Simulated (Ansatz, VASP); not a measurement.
One calculation of Mo, two programs

File INCAR:

```
SYSTEM = Mo
  PREC = Accurate
  ENCUT = 520
  EDIFF = 1E-6
  ISMEAR = -1
  SIGMA = 0.01
  LREAL = .False.
  LASPH = .True.
  NELM = 60
  ALGO = Normal
  ISIF = 2
  LWAVE = .False.
  LCHARG = .False.
  GGA = PE
  NBANDS = 13
```

Contents of KPOINTS:

```
Automatic mesh
0
Gamma
  14 14 14
  0 0 0
```

Contents of POSCAR:

```
Mo
1.0
   -1.5813793950      1.5813793950      1.5813793950
    1.5813793950     -1.5813793950      1.5813793950
    1.5813793950      1.5813793950     -1.5813793950
Mo
1
Direct
    0.0000000000      0.0000000000      0.0000000000
```

Input for Ansatz:

```yaml
crystal:
  lattice:
    - [-1.581379395, 1.581379395, 1.581379395]
    - [1.581379395, -1.581379395, 1.581379395]
    - [1.581379395, 1.581379395, -1.581379395]
  atoms:
    - { symbol: Mo, position: [0.0, 0.0, 0.0] }
hamiltonian:
  xc: pbe
  pseudopotentials:
    kind: paw
    azcp:
      Mo: "pseudopotentials/Mo.paw.azcp"
basis:
  ecutwfc: 420
  fft_grid_basis: typed
kpoints:
  mp_grid: { grid: [14, 14, 14], shift: [0, 0, 0] }
magnetization:
  spin_polarized: false
scf:
  occupations: { method: fermi_dirac, width: 0.01 }
  lower_state_search: "off"
output:
  stress: true
```

Alike in both runs: task single point; functional PBE; k mesh 14 × 14 × 14; occupations fermi-dirac, width 0.01 eV; no spin polarisation.

```csv
,VASP,Ansatz
version,VASP 6.6.1,Ansatz 0.2.0
potentials or method,"VASP PAW PBE potentials, release 64 (Mo_sv), cutoff 520 eV","plane waves (420 eV) with PAW, scalar-relativistic"
valence electrons in the cell,14,14
```

|  | VASP | Ansatz | Ansatz less VASP |
| --- | --- | --- | --- |
| pressure (GPa) | 0.7 | 0.2 | -0.52 |
